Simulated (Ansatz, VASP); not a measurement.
**One calculation of BN, two programs**

```
B N
1.0
     0.00000    1.80750    1.80750
     1.80750    0.00000    1.80750
     1.80750    1.80750    0.00000
B N
1 1
Direct
  0.00000 0.00000 0.00000
  0.25000 0.25000 0.25000
```

Alike in both runs: task relaxation of cell and atoms; functional RPBE; k mesh 8 × 8 × 8; no spin polarisation.

|  | VASP | Ansatz |
| --- | --- | --- |
| version | VASP 6.6.1 | Ansatz 0.2.0 |
| potentials or method | VASP PAW PBE potentials, release 64 (B, N), cutoff 600 eV | plane waves, PAW |
| occupations | gaussian, width 0.01 eV | fixed |
| valence electrons in the cell | 8 | 8 |

|  | VASP | Ansatz | Ansatz less VASP |
| --- | --- | --- | --- |
| relaxed volume (Å³/atom) | 6.05 | 6.05 | 0.000 |
| relaxed cell length with the largest relative difference (Å) | 2.577 | 2.577 | 0.0000 |

VASP's potentials were made for PBE, not for RPBE. Ansatz's warnings: stress scf threshold loose.
